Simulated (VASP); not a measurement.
Input of a VASP 6.6.1 run:

Contents of INCAR:

```
SYSTEM = Ge
PREC = Accurate
ENCUT = 520
EDIFF = 1E-6
ISMEAR = 0
SIGMA = 0.15
LREAL = .False.
LASPH = .True.
NELM = 100
ALGO = Normal
ISIF = 2
LWAVE = .False.
LCHARG = .True.
GGA = PS
LELF = .True.
LVHAR = .True.
NBANDS = 13
```

Contents of KPOINTS:

```
regular mesh
0
Gamma
  24 24 22
  0 0 0
```

The input POSCAR:

```
Ge
1.0
    1.4240837833     -2.5950862784      0.0000000000
    1.4240837833      2.5950862784      0.0000000000
    0.0000000000      0.0000000000      2.5634459486
Ge
1
Direct
    0.5000000000      0.5000000000      0.0000000000
```

Potentials or basis: VASP PAW PBE potentials, release 64 (Ge_d).

The run is started by

```bash
$ cat potpaw_PBE.64/Ge_d/POTCAR > POTCAR
$ mpirun -np 1 vasp_std > vasp.out
```

Predict the pressure.

-1.8 GPa.

What does it give for the band gap on the k mesh?

Zero (band 7 reaches 13.22 eV, above the bottom of band 8 at 2.90 eV).

Stress tensor (GPa, compression positive):
```
-4.48  0.00  0.00
 0.00 -6.08  0.00
 0.00  0.00  5.24
```

Caveat: the cell differs from its parent crystal (strain +0.030 along x and y, -0.030 along z); the PAW data sets were made with another functional, which shifts forces and pressure a little.
